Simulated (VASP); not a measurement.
Here is a VASP 6.6.1 calculation.

POSCAR

```
InP
1.0
    0.0000000000      3.0128633875      3.0128633875
    3.0128633875      0.0000000000      3.0128633875
    3.0128633875      3.0128633875      0.0000000000
In P
1 1
Direct
    0.0000000000      0.0000000000      0.0000000000
    0.2500000000      0.2500000000      0.2500000000
```

INCAR.step1

```
SYSTEM = InP
PREC = Accurate
ENCUT = 520
EDIFF = 1E-5
ISMEAR = 0
SIGMA = 0.01
LREAL = .False.
LASPH = .True.
NELM = 100
ALGO = Normal
ISIF = 2
LWAVE = .True.
NBANDS = 16
GGA = PE
```

Contents of INCAR.step2:

```
SYSTEM = InP
PREC = Accurate
ENCUT = 520
EDIFF = 1E-6
ISMEAR = 0
SIGMA = 0.01
LREAL = .False.
LASPH = .True.
NELM = 100
ALGO = Normal
ISIF = 2
LWAVE = .False.
LCHARG = .True.
GGA = PE
LHFCALC = .True.
HFSCREEN = 0.2079
PRECFOCK = Normal
LELF = .True.
LVHAR = .True.
NBANDS = 16
ISTART = 1
```

KPOINTS

```
Automatic mesh
0
Gamma
  6 6 6
  0 0 0
```

Potentials or basis: VASP PAW PBE potentials, release 64 (In_d, P).

Launch:

```console
$ cat potpaw_PBE.64/In_d/POTCAR potpaw_PBE.64/P/POTCAR > POTCAR
$ cp INCAR.step1 INCAR
$ mpirun -np 1 vasp_std > vasp.out
$ cp INCAR.step2 INCAR
$ mpirun -np 1 vasp_std > vasp.out
```

Q: Estimate the pressure.

A: -3.9 GPa.

Q: What does it give for the band gap on the k mesh?

A: 0.99 eV.

Caveat: the cell differs from its parent crystal (strain +2.0%); the cell stands under tension; the PAW data sets were made with another functional, which shifts forces and pressure a little; spin-orbit coupling is left out, which moves the levels of the heavy elements.
